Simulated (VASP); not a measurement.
# TaN (P-6m2) in VASP: a series of runs

Runs on TaN. Level: PBEsol. Tasks: single point.

All numbers are computed with VASP 6.6.1; they aren't measurements. Logs are shortened: lines on timing, memory, paths and dates and some standing lists are left out, and cuts for length are marked.

## Step 1: The cell of the first run

The structure is hexagonal, space group P-6m2 (No. 187). The conventional cell has a = 2.968 Å, b = 2.968 Å, c = 2.855 Å, α = 90.00°, β = 90.00°, γ = 120.00°. Ta (site symmetry -6m2) has 6 N at 2.23 Å and 8 Ta at 2.86 to 2.97 Å within 3.0 Å. Within 3.0 Å of N (site symmetry -6m2) lie 6 Ta at 2.23 Å and 8 N at 2.86 to 2.97 Å.

## Step 2: Single point, PBEsol (biaxial strain in the a-b plane: +1.5 %, then relaxed in part)

The input, INCAR:

```
SYSTEM = TaN
ALGO = Normal
EDIFF = 1E-6
ENCUT = 520
GGA = PS
ISIF = 2
ISMEAR = 0
LASPH = .True.
LCHARG = .True.
LELF = .True.
LREAL = .False.
LVHAR = .True.
LWAVE = .False.
NBANDS = 15
NELM = 100
PREC = Accurate
SIGMA = 0.1
```

The input, KPOINTS:

```
k-points
0
Gamma
  24 24 18
  0 0 0
```

The input, POSCAR:

```
TaN
1.0
    2.9678488804      0.0000000000      0.0000000000
   -1.4839244402      2.5702325250      0.0000000000
    0.0000000000      0.0000000000      2.8554432849
Ta N
1 1
Direct
    0.3333333333      0.6666666667      0.5000000000
    0.0000000000      0.0000000000      0.0000000000
```

Potentials or basis: VASP PAW PBE potentials, release 64 (Ta_pv, N).

Run with:

```console
cat potpaw_PBE.64/Ta_pv/POTCAR potpaw_PBE.64/N/POTCAR > POTCAR
mpirun -np 1 vasp_std > vasp.out
```

OUTCAR:

```text
SYSTEM = TaN
   EDIFF = 1E-6
   ENCUT = 520
   GGA = PS
   ISIF = 2
   ISMEAR = 0
   LASPH = .True.
   LREAL = .False.
   NELM = 100
   PREC = Accurate

 ion  position               nearest neighbor table
   1  0.333  0.667  0.500-   2 2.23   2 2.23   2 2.23   2 2.23   2 2.23   2 2.23
   2  0.000  0.000  0.000-   1 2.23   1 2.23   1 2.23   1 2.23   1 2.23   1 2.23

  LATTYP: Found a hexagonal cell.
 ALAT       =     2.9678488804
 C/A-ratio  =     0.9621255664

  Lattice vectors:

 A1 = (   2.9678488804,   0.0000000000,   0.0000000000)
 A2 = (  -1.4839244402,   2.5702325250,   0.0000000000)
 A3 = (   0.0000000000,   0.0000000000,   2.8554432849)

Analysis of symmetry for initial positions (statically):
=====================================================================
 Subroutine PRICEL returns:
 Original cell was already a primitive cell.

 Routine SETGRP: Setting up the symmetry group for a
 hexagonal supercell.

 Subroutine GETGRP returns: Found 12 space group operations
 (whereof 12 operations were pure point group operations)
 out of a pool of 24 trial point group operations.

The static configuration has the point symmetry D_3h.

Analysis of symmetry for dynamics (positions and initial velocities):
=====================================================================
 Subroutine PRICEL returns:
 Original cell was already a primitive cell.

 Routine SETGRP: Setting up the symmetry group for a
 hexagonal supercell.

 Subroutine GETGRP returns: Found 12 space group operations
 (whereof 12 operations were pure point group operations)
 out of a pool of 24 trial point group operations.

The dynamic configuration has the point symmetry D_3h.

 Subroutine INISYM returns: Found 12 space group operations
 (whereof 12 operations are pure point group operations),
 and found     1 'primitive' translations

----------------------------------------------------------------------------------------

                                     Primitive cell

  volume of cell :      21.7815

  direct lattice vectors                    reciprocal lattice vectors
     2.967848880  0.000000000  0.000000000     0.336944380  0.194534928  0.000000000
    -1.483924440  2.570232525  0.000000000     0.000000000  0.389069857  0.000000000
     0.000000000  0.000000000  2.855443285     0.000000000  0.000000000  0.350208322

  length of vectors
     2.967848880  2.967848880  2.855443285     0.389069857  0.389069857  0.350208322

  position of ions in fractional coordinates (direct lattice)
     0.333333333  0.666666667  0.500000000
     0.000000000  0.000000000  0.000000000

  ion indices of the primitive-cell ions
   primitive index   ion index
                 1           1
                 2           2

----------------------------------------------------------------------------------------

 KPOINTS: k-points

Automatic generation of k-mesh.
 Grid dimensions read from file:
 generate k-points for:   24   24   18

 Generating k-lattice:

  Cartesian coordinates                     Fractional coordinates (reciprocal lattice)
     0.014039349  0.008105622  0.000000000     0.041666667  0.000000000  0.000000000
     0.000000000  0.016211244  0.000000000     0.000000000  0.041666667  0.000000000
     0.000000000  0.000000000  0.019456018     0.000000000  0.000000000  0.055555556

  Length of vectors
     0.016211244  0.016211244  0.019456018

  Shift w.r.t. Gamma in fractional coordinates (k-lattice)
     0.000000000  0.000000000  0.000000000

 Subroutine IBZKPT returns following result:
 ===========================================

 Found    610 irreducible k-points:

 Following reciprocal coordinates:
            Coordinates               Weight
  0.000000  0.000000  0.000000      1.000000
  0.041667  0.000000  0.000000      6.000000
  0.083333  0.000000  0.000000      6.000000
  0.125000  0.000000  0.000000      6.000000
  0.166667  0.000000  0.000000      6.000000
  0.208333  0.000000  0.000000      6.000000
[... 16 lines left out ...]
  0.416667  0.041667  0.000000     12.000000
  0.458333  0.041667  0.000000     12.000000
 [... further k-points ...]
   k-points           NKPTS =    610   k-points in BZ     NKDIM =    610   number of bands    NBANDS=     15
   number of dos      NEDOS =    301   number of ions     NIONS =      2
   total plane-waves  NPLWV =  13824
   dimension x,y,z NGX =    24 NGY =   24 NGZ =   24
   dimension x,y,z NGXF=    48 NGYF=   48 NGZF=   48
   ions per type =               1   1
   NGX,Y,Z   is equivalent  to a cutoff of  13.44, 13.44, 13.97 a.u.
   NGXF,Y,Z  is equivalent  to a cutoff of  26.89, 26.89, 27.95 a.u.
 SYSTEM =  TaN
   PREC   = accura    normal or accurate (medium, high low for compatibility)
   ISTART =      0    job   : 0-new  1-cont  2-samecut
   ICHARG =      2    charge: 1-file 2-atom 10-const
   ISPIN  =      1    spin polarized calculation?
   LNONCOLLINEAR =      F non collinear calculations
   LSORBIT =      F    spin-orbit coupling
   LASPH  =      T    aspherical Exc in radial PAW
   ENCUT  =  520.0 eV  38.22 Ry    6.18 a.u.   5.52  5.52  5.31*2*pi/ulx,y,z
   NELM   =    100;   NELMIN=  2; NELMDL= -5     # of ELM steps
   EDIFF  = 0.1E-05   stopping-criterion for ELM
   LREAL  =      F    real-space projection
   EDIFFG = 0.1E-04   stopping-criterion for IOM
   NSW    =      0    number of steps for IOM
   IBRION =     -1    ionic relax: 0-MD 1-quasi-New 2-CG
   NFREE  =      0    steps in history (QN), initial steepest desc. (CG)
   ISIF   =      2    stress and relaxation
   ISYM   =      2    0-nonsym 1-usesym 2-fastsym
   POTIM  = 0.5000    time-step for ionic-motion
   TEBEG  =    0.0;   TEEND  =   0.0 temperature during run
   PSTRESS=    0.0 pullay stress
   NELECT =      16.0000    total number of electrons
   NUPDOWN=      -1.0000    fix difference up-down
   EMIN   =  10.00;   EMAX   =-10.00  energy-range for DOS
   EFERMI =   0.00;   METHOD = LEGACY
   ISMEAR =     0;   SIGMA  =   0.10  broadening in eV -4-tet -1-fermi 0-gaus
   EFERMI_NEDOS =   21; number of points for ismear=-14 and -15
   IALGO  =     38    algorithm
   IMIX   =      4    mixing-type and parameters
     AMIX     =   0.40;   BMIX     =  1.00
     AMIX_MAG =   1.60;   BMIX_MAG =  1.00
  volume/ion in A,a.u.               =      10.89        73.49
  Fermi-wavevector in a.u.,A,eV,Ry     =   1.477131  2.791372 29.686756  2.181915
  Thomas-Fermi vector in A             =   2.591572
   LORBIT       =      0    0 simple, 1 ext, 2 COOP (PROOUT), +10 PAW based schemes
   GGA     = PS    functional components
   LHFCALC =     F    Hartree Fock is set to
   AEXX    =    0.0000 exact exchange contribution
   IVDW    =     0    specifies the selected vdW correction
   LEPSILON=     F    determine dielectric tensor
   LRPA    =     F    only Hartree local field effects (RPA)
 non-spin polarized calculation
 Gauss-broadening in eV      SIGMA  =   0.10
  energy-cutoff  :      520.00
  volume of cell :       21.78
 maximum number of plane-waves:       611
 NGX is ok and might be reduce to    24
   NGX = 11   NGY = 11   NGZ = 11

 number of electron      15.9999999 magnetization

 Free energy of the ion-electron system (eV)
  ---------------------------------------------------
  ext. energy  EPLUGINS =         0.00000000
  ---------------------------------------------------
  free energy    TOTEN  =       -23.78425201 eV

  energy without entropy =      -23.78387536  energy(sigma->0) =      -23.78406369

 E-fermi :   7.9757     XC(G=0): -13.4439

 val. band max:        7.9669867575   @ k =   0.0417   0.0000   0.5000
 cond. band min:       7.9760880845   @ k =   0.0417   0.0000   0.4444
 fundamental gap:      0.0091013270
 Fermi energy:         7.9756833166

 k-point     1 :       0.0000    0.0000    0.0000
  band No.  band energies     occupation
      1     -26.7692      2.00000
      2     -26.5848      2.00000
      3     -26.5848      2.00000
      4      -9.6919      2.00000
      5       3.3164      2.00000
      6       3.3164      2.00000
      7       3.8546      2.00000
      8       5.2147      2.00000
      9       9.9664      0.00000
     10      11.6442      0.00000
     11      11.6442      0.00000
     12      11.9502      0.00000
     13      11.9502      0.00000
     14      20.9559      0.00000
     15      21.3928      0.00000

 k-point     2 :       0.0417    0.0000    0.0000
  band No.  band energies     occupation
      1     -26.7670      2.00000
      2     -26.6024      2.00000
      3     -26.5885      2.00000
      4      -9.6562      2.00000
      5       3.1986      2.00000
      6       3.3439      2.00000
      7       3.9088      2.00000
      8       5.1626      2.00000
      9      10.1052      0.00000
     10      11.5642      0.00000
     11      11.6470      0.00000
     12      11.9325      0.00000
     13      12.0005      0.00000
     14      20.9469      0.00000
     15      21.3891      0.00000

 k-point     3 :       0.0833    0.0000    0.0000
  band No.  band energies     occupation
      1     -26.7607      2.00000
      2     -26.6538      2.00000
      3     -26.5995      2.00000
      4      -9.5512      2.00000
      5       2.8955      2.00000
      6       3.4241      2.00000
      7       4.0452      2.00000
      8       5.0149      2.00000
      9      10.4862      0.00000
     10      11.3460      0.00000
     11      11.6583      0.00000
     12      11.8811      0.00000
     13      12.1405      0.00000
     14      20.9210      0.00000
     15      21.3800      0.00000
[... 343 lines left out ...]
 k-point    23 :       0.4167    0.0417    0.0000
  band No.  band energies     occupation
      1     -27.5010      2.00000
      2     -26.8028      2.00000
      3     -26.6451      2.00000
      4      -7.5296      2.00000
      5      -0.1824      2.00000
      6       3.0822      2.00000
      7       4.2988      2.00000
      8       5.0183      2.00000
      9      10.9238      0.00000
     10      11.4074      0.00000
     11      12.8350      0.00000
     12      13.3873      0.00000
     13      15.3250      0.00000
     14      19.7018      0.00000
     15      21.3458      0.00000

 k-point    24 :       0.4583    0.0417    0.0000
  band No.  band energies     occupation
      1     -27.5303      2.00000
      2     -26.8101      2.00000
      3     -26.6407      2.00000
      4      -7.4458      2.00000
      5      -0.2644      2.00000
      6       3.0257      2.00000
      7       4.2631      2.00000
      8       5.0237      2.00000
      9      10.8912      0.00000
     10      11.6842      0.00000
     11      12.8557      0.00000
     12      13.3954      0.00000
     13      15.6480      0.00000
     14      19.1352      0.00000
     15      21.3420      0.00000

 [... further k-points ...]

------------------------ aborting loop because EDIFF is reached ----------------------------------------

  FORCE on cell =-STRESS in cart. coord.  units (eV):
  Direction    XX          YY          ZZ          XY          YZ          ZX
  --------------------------------------------------------------------------------------
  -------------------------------------------------------------------------------------
  Total       -1.5009680     -1.5009680      0.1186099      0.0000000     -0.0000000      0.0000000
  in kB     -110.4064049   -110.4064049      8.7245644      0.0000000     -0.0000000      0.0000000
  external PRESSURE =     -70.6960818 kB  Pullay stress =       0.0000000 kB

 VOLUME and BASIS-vectors are now :
 -----------------------------------------------------------------------------
  energy-cutoff  :      520.00
  volume of cell :       21.78
      direct lattice vectors                 reciprocal lattice vectors
     2.967848880  0.000000000  0.000000000     0.336944380  0.194534928  0.000000000
    -1.483924440  2.570232525  0.000000000     0.000000000  0.389069857  0.000000000
     0.000000000  0.000000000  2.855443285     0.000000000  0.000000000  0.350208322

 POSITION                                       TOTAL-FORCE (eV/Angst)
 -----------------------------------------------------------------------------------
     -0.00000      1.71349      1.42772         0.000000     -0.000000      0.000000
      0.00000      0.00000      0.00000        -0.000000      0.000000      0.000000
 -----------------------------------------------------------------------------------
    total drift:                                0.000000     -0.000000     -0.000000

  FREE ENERGIE OF THE ION-ELECTRON SYSTEM (eV)
  ---------------------------------------------------
  free  energy   TOTEN  =       -23.7842520094 eV

  energy  without entropy=      -23.7838753637  energy(sigma->0) =      -23.78406369
```

Wall time 1.9 min (1 thread of AMD EPYC 9R45 (Zen 5), shared host); peak memory 0.28 GiB.

Results:

```yaml
Free_energy: -23.7843 eV
Pressure: -7.1 GPa
Band_gap_on_the_k_mesh: zero (bands 8 and 9 overlap by 0.34 eV)
```

Stress tensor (GPa, compression positive):
```
-11.04   0.00   0.00
  0.00 -11.04   0.00
  0.00   0.00   0.87
```

Levels at points of the mesh, in eV from the Fermi level:
```tsv
k point	band 6	band 7	band 8	band 9	band 10	band 11
(0.00, 0.00, 0.00)	-4.66	-4.12	-2.76	1.99	3.67	3.67
(0.50, 0.00, 0.00)	-4.96	-3.44	-3.24	3.04	3.81	5.10
(0.00, 0.00, 0.50)	-3.85	-3.85	-0.07	-0.07	2.69	3.15
(0.50, 0.00, 0.50)	-6.12	-5.76	-0.29	4.07	5.17	6.13
```

Caveat: the cell differs from its parent crystal (biaxial strain in the a-b plane: +1.5 %, then relaxed in part); the cell stands under tension; the PAW data sets were made with another functional, which shifts forces and pressure a little; spin-orbit coupling is left out, which moves the levels of the heavy elements.

[end of part 1 of 3]
